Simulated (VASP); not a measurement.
# GdTiO (P4/mmm) in VASP: further runs

The runs below take GdTiO through single point, with PBE.

Program: VASP 6.6.1. These are calculated values, not measurements. Logs are shortened: lines on timing, memory, paths and dates and some standing lists are left out, and cuts for length are marked.

## 1. The cell of the first run

It takes space group P4/mmm (No. 123, tetragonal). Conventional cell: a = 3.504 Å, b = 3.504 Å, c = 3.696 Å, α = 90.00°, β = 90.00°, γ = 90.00°. Gd (site symmetry 4/mmm) has 4 O at 2.48 Å and 8 Ti at 3.09 Å within 3.3 Å. Within 2.5 Å of Ti (site symmetry 4/mmm) lie 2 O at 1.85 Å. Within 2.5 Å of O (site symmetry 4/mmm) lie 2 Ti at 1.85 Å and 4 Gd at 2.48 Å.

The cell was generated, and may not be a known phase.

## 2. Single point, PBE, collinear spin, ferromagnetic start

INCAR

```
SYSTEM = GdTiO
ALGO     = Normal         ! electronic algorithm
EDIFF    = 1E-6           ! SCF threshold, eV
ENCUT    = 520            ! plane-wave cutoff, eV
GGA      = PE             ! functional
ISIF     = 2              ! what is computed and relaxed
ISMEAR   = 0              ! smearing method
ISPIN    = 2              ! spin polarisation
LASPH    = .TRUE.         ! aspherical terms in the spheres
LCHARG   = .FALSE.        ! write CHGCAR
LMAXMIX  = 6              ! l up to which the mixer works
LORBIT   = 11             ! projections on sites
LREAL    = .FALSE.        ! projectors in reciprocal space
LWAVE    = .FALSE.        ! write WAVECAR
MAGMOM   = 7 1 0          ! initial moments
NBANDS   = 29             ! bands
NELM     = 150            ! most SCF steps
PREC     = Accurate       ! precision mode
SIGMA    = 0.1            ! smearing width, eV
```

KPOINTS

```
k-points
0
G
  6 6 6
  0 0 0
```

POSCAR

```
GdTiO
1.0
    3.5043507300      0.0000000000      0.0000000000
    0.0000000000      3.5043507300      0.0000000000
    0.0000000000      0.0000000000      3.6960241600
Gd Ti O
1 1 1
Direct
    0.0000000000      0.0000000000      0.0000000000
    0.5000000000      0.5000000000      0.5000000000
    0.5000000000      0.5000000000      0.0000000000
```

Potentials or basis: VASP PAW PBE potentials, release 64 (Gd, Ti_sv, O).

On the command line:

```bash
$ cat potpaw_PBE.64/Gd/POTCAR potpaw_PBE.64/Ti_sv/POTCAR potpaw_PBE.64/O/POTCAR > POTCAR
$ mpirun -np 1 vasp_std > vasp.out
```

OUTCAR:

```text
SYSTEM = GdTiO
   EDIFF = 1E-6
   ENCUT = 520
   GGA = PE
   ISIF = 2
   ISMEAR = 0
   ISPIN = 2
   LASPH = .TRUE.
   LORBIT = 11
   LREAL = .FALSE.
   NELM = 150
   PREC = Accurate

 ion  position               nearest neighbor table
   1  0.000  0.000  0.000-   3 2.48   3 2.48   3 2.48   3 2.48   2 3.09   2 3.09   2 3.09   2 3.09
                             2 3.09   2 3.09   2 3.09   2 3.09
   2  0.500  0.500  0.500-   3 1.85   3 1.85   1 3.09   1 3.09   1 3.09   1 3.09   1 3.09   1 3.09
                             1 3.09   1 3.09
   3  0.500  0.500  0.000-   2 1.85   2 1.85   1 2.48   1 2.48   1 2.48   1 2.48

  LATTYP: Found a simple tetragonal cell.
 ALAT       =     3.5043507300
 C/A-ratio  =     1.0546958466

  Lattice vectors:

 A1 = (   3.5043507300,   0.0000000000,   0.0000000000)
 A2 = (   0.0000000000,   3.5043507300,   0.0000000000)
 A3 = (   0.0000000000,   0.0000000000,   3.6960241600)

Analysis of symmetry for initial positions (statically):
=====================================================================
 Subroutine PRICEL returns:
 Original cell was already a primitive cell.

 Routine SETGRP: Setting up the symmetry group for a
 simple tetragonal supercell.

 Subroutine GETGRP returns: Found 16 space group operations
 (whereof 16 operations were pure point group operations)
 out of a pool of 16 trial point group operations.

The static configuration has the point symmetry D_4h.

Analysis of symmetry for dynamics (positions and initial velocities):
=====================================================================
 Subroutine PRICEL returns:
 Original cell was already a primitive cell.

 Routine SETGRP: Setting up the symmetry group for a
 simple tetragonal supercell.

 Subroutine GETGRP returns: Found 16 space group operations
 (whereof 16 operations were pure point group operations)
 out of a pool of 16 trial point group operations.

The dynamic configuration has the point symmetry D_4h.

Analysis of structural, dynamic, and magnetic symmetry:
=====================================================================
 Subroutine PRICEL returns:
 Original cell was already a primitive cell.

 Routine SETGRP: Setting up the symmetry group for a
 simple tetragonal supercell.

 Subroutine GETGRP returns: Found 16 space group operations
 (whereof 16 operations were pure point group operations)
 out of a pool of 16 trial point group operations.

The overall configuration has the point symmetry D_4h.

 Subroutine INISYM returns: Found 16 space group operations
 (whereof 16 operations are pure point group operations),
 and found     1 'primitive' translations

----------------------------------------------------------------------------------------

                                     Primitive cell

  volume of cell :      45.3889

  direct lattice vectors                    reciprocal lattice vectors
     3.504350730  0.000000000  0.000000000     0.285359565  0.000000000  0.000000000
     0.000000000  3.504350730  0.000000000     0.000000000  0.285359565  0.000000000
     0.000000000  0.000000000  3.696024160     0.000000000  0.000000000  0.270561002

  length of vectors
     3.504350730  3.504350730  3.696024160     0.285359565  0.285359565  0.270561002

  position of ions in fractional coordinates (direct lattice)
     0.000000000  0.000000000  0.000000000
     0.500000000  0.500000000  0.500000000
     0.500000000  0.500000000  0.000000000

  ion indices of the primitive-cell ions
   primitive index   ion index
                 1           1
                 2           2
                 3           3

----------------------------------------------------------------------------------------

 KPOINTS: k-points

Automatic generation of k-mesh.
 Grid dimensions read from file:
 generate k-points for:    6    6    6

 Generating k-lattice:

  Cartesian coordinates                     Fractional coordinates (reciprocal lattice)
     0.047559928  0.000000000  0.000000000     0.166666667  0.000000000  0.000000000
     0.000000000  0.047559928  0.000000000     0.000000000  0.166666667  0.000000000
     0.000000000  0.000000000  0.045093500     0.000000000  0.000000000  0.166666667

  Length of vectors
     0.047559928  0.047559928  0.045093500

  Shift w.r.t. Gamma in fractional coordinates (k-lattice)
     0.000000000  0.000000000  0.000000000

 Subroutine IBZKPT returns following result:
 ===========================================

 Found     40 irreducible k-points:

 Following reciprocal coordinates:
            Coordinates               Weight
  0.000000  0.000000  0.000000      1.000000
  0.166667  0.000000  0.000000      4.000000
  0.333333  0.000000  0.000000      4.000000
  0.500000  0.000000  0.000000      2.000000
  0.166667  0.166667  0.000000      4.000000
  0.333333  0.166667  0.000000      8.000000
[... 16 lines left out ...]
  0.333333  0.000000  0.333333      8.000000
  0.500000  0.000000  0.333333      4.000000
 [... further k-points ...]
   k-points           NKPTS =     40   k-points in BZ     NKDIM =     40   number of bands    NBANDS=     29
   number of dos      NEDOS =    301   number of ions     NIONS =      3
   total plane-waves  NPLWV =  21952
   dimension x,y,z NGX =    28 NGY =   28 NGZ =   28
   dimension x,y,z NGXF=    56 NGYF=   56 NGZF=   56
   ions per type =               1   1   1
   NGX,Y,Z   is equivalent  to a cutoff of  13.28, 13.28, 12.59 a.u.
   NGXF,Y,Z  is equivalent  to a cutoff of  26.57, 26.57, 25.19 a.u.
 SYSTEM =  GdTiO
   PREC   = accura    normal or accurate (medium, high low for compatibility)
   ISTART =      0    job   : 0-new  1-cont  2-samecut
   ICHARG =      2    charge: 1-file 2-atom 10-const
   ISPIN  =      2    spin polarized calculation?
   LNONCOLLINEAR =      F non collinear calculations
   LSORBIT =      F    spin-orbit coupling
   LASPH  =      T    aspherical Exc in radial PAW
   ENCUT  =  520.0 eV  38.22 Ry    6.18 a.u.   6.52  6.52  6.87*2*pi/ulx,y,z
   NELM   =    150;   NELMIN=  2; NELMDL= -5     # of ELM steps
   EDIFF  = 0.1E-05   stopping-criterion for ELM
   LREAL  =      F    real-space projection
   EDIFFG = 0.1E-04   stopping-criterion for IOM
   NSW    =      0    number of steps for IOM
   IBRION =     -1    ionic relax: 0-MD 1-quasi-New 2-CG
   NFREE  =      0    steps in history (QN), initial steepest desc. (CG)
   ISIF   =      2    stress and relaxation
   ISYM   =      2    0-nonsym 1-usesym 2-fastsym
   POTIM  = 0.5000    time-step for ionic-motion
   TEBEG  =    0.0;   TEEND  =   0.0 temperature during run
   PSTRESS=    0.0 pullay stress
   NELECT =      36.0000    total number of electrons
   NUPDOWN=      -1.0000    fix difference up-down
   EMIN   =  10.00;   EMAX   =-10.00  energy-range for DOS
   EFERMI =   0.00;   METHOD = LEGACY
   ISMEAR =     0;   SIGMA  =   0.10  broadening in eV -4-tet -1-fermi 0-gaus
   EFERMI_NEDOS =   21; number of points for ismear=-14 and -15
   IALGO  =     38    algorithm
   IMIX   =      4    mixing-type and parameters
     AMIX     =   0.40;   BMIX     =  1.00
     AMIX_MAG =   1.60;   BMIX_MAG =  1.00
  volume/ion in A,a.u.               =      15.13       102.10
  Fermi-wavevector in a.u.,A,eV,Ry     =   1.515394  2.863680 31.244695  2.296420
  Thomas-Fermi vector in A             =   2.624924
   LORBIT       =     11    0 simple, 1 ext, 2 COOP (PROOUT), +10 PAW based schemes
   GGA     = PE    functional components
   LHFCALC =     F    Hartree Fock is set to
   AEXX    =    0.0000 exact exchange contribution
   IVDW    =     0    specifies the selected vdW correction
   LEPSILON=     F    determine dielectric tensor
   LRPA    =     F    only Hartree local field effects (RPA)
 spin polarized calculation
 Gauss-broadening in eV      SIGMA  =   0.10
  energy-cutoff  :      520.00
  volume of cell :       45.39
 maximum number of plane-waves:      1245
 NGX is ok and might be reduce to    28
   NGX = 13   NGY = 13   NGZ = 13

 number of electron      35.9999979 magnetization       7.0733252

 Free energy of the ion-electron system (eV)
  ---------------------------------------------------
  ext. energy  EPLUGINS =         0.00000000
  ---------------------------------------------------
  free energy    TOTEN  =       -29.48514493 eV

  energy without entropy =      -29.47340401  energy(sigma->0) =      -29.47927447

 E-fermi :   7.0707     XC(G=0): -11.8397

 val. band max:        7.0637845876   @ k =   0.3333   0.1667   0.3333
 cond. band min:       7.0723385423   @ k =   0.5000   0.0000   0.3333
 fundamental gap:      0.0085539547
 Fermi energy:         7.0707344757

 spin component 1

 k-point     1 :       0.0000    0.0000    0.0000
  band No.  band energies     occupation
      1     -49.9889      1.00000
      2     -37.7692      1.00000
      3     -26.6751      1.00000
      4     -26.1559      1.00000
      5     -26.1559      1.00000
      6     -15.1744      1.00000
[... 757 lines left out ...]
     28      12.3786      0.00000
     29      13.6670      0.00000

 [... further k-points ...]

 spin component 2

 k-point     1 :       0.0000    0.0000    0.0000
  band No.  band energies     occupation
      1     -49.9738      1.00000
      2     -34.6680      1.00000
      3     -26.6991      1.00000
      4     -26.1193      1.00000
      5     -26.1193      1.00000
      6     -14.3124      1.00000
[... 757 lines left out ...]
     28      13.0773      0.00000
     29      14.3967      0.00000

 [... further k-points ...]

------------------------ aborting loop because EDIFF is reached ----------------------------------------

  FORCE on cell =-STRESS in cart. coord.  units (eV):
  Direction    XX          YY          ZZ          XY          YZ          ZX
  --------------------------------------------------------------------------------------
  -------------------------------------------------------------------------------------
  Total        2.0403104      2.0403104     12.6471277      0.0000000      0.0000000      0.0000000
  in kB       72.0206269     72.0206269    446.4291598      0.0000000      0.0000000      0.0000000
  external PRESSURE =     196.8234712 kB  Pullay stress =       0.0000000 kB

 VOLUME and BASIS-vectors are now :
 -----------------------------------------------------------------------------
  energy-cutoff  :      520.00
  volume of cell :       45.39
      direct lattice vectors                 reciprocal lattice vectors
     3.504350730  0.000000000  0.000000000     0.285359565  0.000000000  0.000000000
     0.000000000  3.504350730  0.000000000     0.000000000  0.285359565  0.000000000
     0.000000000  0.000000000  3.696024160     0.000000000  0.000000000  0.270561002

 POSITION                                       TOTAL-FORCE (eV/Angst)
 -----------------------------------------------------------------------------------
      0.00000      0.00000      0.00000         0.000000      0.000000      0.000000
      1.75218      1.75218      1.84801         0.000000      0.000000      0.000000
      1.75218      1.75218      0.00000         0.000000      0.000000      0.000000
 -----------------------------------------------------------------------------------
    total drift:                                0.000000      0.000000      0.000000

  FREE ENERGIE OF THE ION-ELECTRON SYSTEM (eV)
  ---------------------------------------------------
  free  energy   TOTEN  =       -29.4851449288 eV

  energy  without entropy=      -29.4734040129  energy(sigma->0) =      -29.47927447

 total charge

# of ion       s       p       d       f       tot
--------------------------------------------------
    1        2.040   5.603   0.673   7.029  15.345
    2        2.238   6.211   2.038   0.000  10.486
    3        1.575   3.544   0.000   0.000   5.119
--------------------------------------------------
tot          5.853  15.358   2.711   7.029  30.950

 magnetization (x)

# of ion       s       p       d       f       tot
--------------------------------------------------
    1       -0.003  -0.077   0.097   6.762   6.779
    2       -0.004   0.003   0.020   0.000   0.019
    3       -0.001  -0.016   0.000   0.000  -0.017
--------------------------------------------------
tot         -0.008  -0.089   0.116   6.762   6.781
```

It took 6.6 min on 1 thread of AMD EPYC 7R43 (Zen 3), shared host; peak memory 0.21 GiB.

What came out:

- Free energy: -29.4851 eV
- Pressure: 19.7 GPa
- Net moment: 7.07 μB per cell
- Site moments: Gd +6.78; Ti +0.02; O -0.02 μB
- Valence electrons inside the program's atomic spheres: Gd 15.35; Ti 10.49; O 5.12

Stress tensor (GPa, compression positive):
```
 7.20  0.00  0.00
 0.00  7.20  0.00
 0.00  0.00 44.64
```

Levels at points of the mesh, in eV from the Fermi level:
Spin up:
```csv
k point,band 19,band 20,band 21,band 22,band 23,band 24
"(0.00, 0.00, 0.00)",-3.86,-3.86,-2.70,0.15,0.15,0.72
"(0.50, 0.00, 0.00)",-4.21,-1.57,-1.11,0.22,0.84,0.93
"(0.50, 0.50, 0.00)",-4.06,-2.31,-1.39,-1.39,1.50,2.12
"(0.00, 0.00, 0.50)",-3.98,-2.13,-0.84,-0.32,1.47,1.52
"(0.50, 0.00, 0.50)",-4.23,-2.83,-0.51,1.27,2.02,2.15
"(0.50, 0.50, 0.50)",-4.20,-1.42,-1.42,-0.21,2.17,2.50
```
Spin down:
| k point | band 11 | band 12 | band 13 | band 14 | band 15 | band 16 | band 17 | band 18 |
| --- | --- | --- | --- | --- | --- | --- | --- | --- |
| (0.00, 0.00, 0.00) | -5.76 | -5.23 | -4.21 | -2.41 | 0.29 | 0.29 | 0.86 | 1.01 |
| (0.50, 0.00, 0.00) | -6.85 | -5.40 | -1.25 | -1.11 | -0.15 | 0.22 | 0.43 | 0.71 |
| (0.50, 0.50, 0.00) | -5.73 | -5.17 | -1.89 | -1.16 | -1.16 | 0.73 | 0.73 | 0.90 |
| (0.00, 0.00, 0.50) | -6.41 | -6.41 | -1.81 | -0.89 | -0.16 | 0.64 | 0.96 | 1.09 |
| (0.50, 0.00, 0.50) | -8.05 | -7.49 | -2.62 | -0.17 | 0.61 | 0.78 | 0.94 | 0.95 |
| (0.50, 0.50, 0.50) | -6.38 | -6.38 | -1.00 | -1.00 | 0.08 | 0.83 | 0.90 | 0.90 |

Caveat: the stress differs along the axes, from 7 to 45 GPa; spin-orbit coupling is left out, which moves the levels of the heavy elements; a cell with one magnetic atom can't hold antiferromagnetic order, which such compounds often take; semilocal functionals describe open f shells poorly, which spoils levels, moments and volumes. With open d or f shells a metallic result of PBE can be an artefact of self-interaction; +U or a hybrid may open a gap.

## 3. Single point, PBE, collinear spin, ferromagnetic start

This run uses another cell than the first one, of 16.54 Å³/atom.

INCAR

```
SYSTEM = GdTiO
PREC = Accurate ; ENCUT = 520
EDIFF = 1E-7 ; ISMEAR = 0
SIGMA = 0.1 ; LREAL = .False.
LASPH = .True. ; NELM = 150
ALGO = Normal ; ISIF = 2
LWAVE = .False. ; LCHARG = .True.
ISPIN = 2 ; MAGMOM = 7 1 0
LORBIT = 11 ; LMAXMIX = 6
GGA = PE ; LELF = .True.
LVHAR = .True. ; NBANDS = 29
```

KPOINTS

```
Automatic mesh
0
Gamma
  6 6 6
  0 0 0
```

POSCAR

```
GdTiO
1.0
    3.5110560311      0.0000000000      0.0000000000
    0.0000000000      3.5110560311      0.0000000000
    0.0000000000      0.0000000000      4.0251220340
Gd Ti O
1 1 1
Direct
    0.0000000000      0.0000000000      0.0000000000
    0.5000000000      0.5000000000      0.5000000000
    0.5000000000      0.5000000000      0.0000000000
```

Potentials or basis: VASP PAW PBE potentials, release 64 (Gd, Ti_sv, O).

On the command line:

```bash
$ cat potpaw_PBE.64/Gd/POTCAR potpaw_PBE.64/Ti_sv/POTCAR potpaw_PBE.64/O/POTCAR > POTCAR
$ mpirun -np 1 vasp_std > vasp.out
```

It took 5.3 min on 1 thread of AMD EPYC 7R43 (Zen 3), shared host; peak memory 0.23 GiB.

It converged, with:

```yaml
Free_energy: -29.9853 eV
Pressure: 0.3 GPa
Net_moment: 7.08 μB per cell
Site_moments: Gd +6.78; Ti +0.02; O -0.02 μB
Valence_electrons_inside_the_program's_atomic_spheres: Gd 15.28; Ti 10.23; O 5.04
```

Stress tensor (GPa, compression positive):
```
0.11 0.00 0.00
0.00 0.11 0.00
0.00 0.00 0.53
```

Levels at points of the mesh, in eV from the Fermi level:
Spin up:
```
           k point  band 17  band 18  band 19  band 20  band 21  band 22  band 23  band 24  band 25  band 26
(0.00, 0.00, 0.00)    -4.23    -4.18    -3.78    -3.78    -2.19     0.17     0.17     1.00     1.78     2.15
(0.50, 0.00, 0.00)    -4.37    -4.35    -4.29    -1.38    -1.01     0.05     0.79     0.89     2.11     2.21
(0.50, 0.50, 0.00)    -4.25    -4.25    -4.12    -2.06    -1.46    -1.46     1.91     2.00     3.17     3.17
(0.00, 0.00, 0.50)    -4.31    -3.90    -3.90    -2.28    -0.71    -0.32     1.41     1.42     2.01     2.01
(0.50, 0.00, 0.50)    -4.33    -4.32    -4.31    -2.25    -0.15     0.81     1.07     2.05     2.05     3.14
(0.50, 0.50, 0.50)    -4.29    -4.26    -4.26    -1.14    -1.14    -0.43     1.62     1.62     2.03     3.30
```
Spin down:
```csv
k point,band 10,band 11,band 12,band 13,band 14,band 15,band 16,band 17,band 18,band 19
"(0.00, 0.00, 0.00)",-5.44,-5.22,-5.22,-3.96,-1.91,0.30,0.30,0.77,0.98,0.98
"(0.50, 0.00, 0.00)",-6.99,-6.31,-5.64,-1.15,-0.97,-0.21,0.28,0.48,0.71,0.98
"(0.50, 0.50, 0.00)",-5.35,-5.23,-5.23,-1.69,-1.23,-1.23,0.71,0.71,0.85,0.85
"(0.00, 0.00, 0.50)",-7.37,-5.59,-5.59,-2.03,-0.74,-0.05,0.73,0.93,0.96,0.96
"(0.50, 0.00, 0.50)",-7.58,-7.30,-6.67,-2.08,0.16,0.51,0.75,0.89,0.90,0.98
"(0.50, 0.50, 0.50)",-7.29,-5.61,-5.61,-0.73,-0.73,-0.19,0.72,0.72,0.85,0.85
```

Caveat: spin-orbit coupling is left out, which moves the levels of the heavy elements; a cell with one magnetic atom can't hold antiferromagnetic order, which such compounds often take; semilocal functionals describe open f shells poorly, which spoils levels, moments and volumes.
